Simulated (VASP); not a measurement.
Ru:

```
Ru
1.0
     2.75887    0.00000    0.00000
    -1.37943    2.38925    0.00000
     0.00000    0.00000    4.36588
Ru
2
Direct
  0.66667 0.33333 0.75000
  0.33333 0.66667 0.25000
```

| Quantity | Value |
| --- | --- |
| Program | VASP 6.6.1 |
| Task | relaxation of cell and atoms |
| Functional | TPSS |
| Potentials or basis | VASP PAW PBE potentials, release 64 (Ru_pv) |
| Cutoff | 620 eV |
| k mesh | 15 × 15 × 8 |
| Occupations | methfessel-paxton of order 2, width 0.05 eV |
| Spin | no spin polarisation |

At the start: pressure -16.3 GPa; volume 14.39 Å³/atom.

**Question.** How do energy, volume and symmetry change on relaxing?

**Answer.** Over 13 steps the energy falls by 41.1 meV/atom and the volume is 13.62 Å³/atom (-5.4 %); space group P6_3/mmc (No. 194, to 0.1 Å) before and after.

The path:
```tsv
step	energy change (eV)	largest force (eV/Å)	pressure (GPa)	volume (Å³)
1	0.0000	0.0000	-16.27	28.78
2	0.8299	0.0000	82.66	23.11
3	-0.0822	0.0000	-1.25	27.34
4	-0.0826	0.0000	-0.28	27.26
5	-0.0826	0.0000	0.08	27.23
6	-0.0826	0.0000	-0.22	27.26
7	-0.0826	0.0000	-0.06	27.24
8	-0.0826	0.0000	0.07	27.23
9	-0.0826	0.0000	0.01	27.24
10	-0.0822	0.0000	-0.04	27.24
11	-0.0822	0.0000	0.13	27.23
12	-0.0822	0.0000	0.01	27.23
13	-0.0822	0.0000	0.02	27.23
```

Final structure:
```
Ru
1.0
     2.70931    0.00000    0.00000
    -1.35465    2.34633    0.00000
     0.00000    0.00000    4.28423
Ru
2
Cartesian
  1.3547 0.7821 3.2132
  0.0000 1.5642 1.0711
```

Caveat: the PAW data sets were made with another functional, which shifts forces and pressure a little.
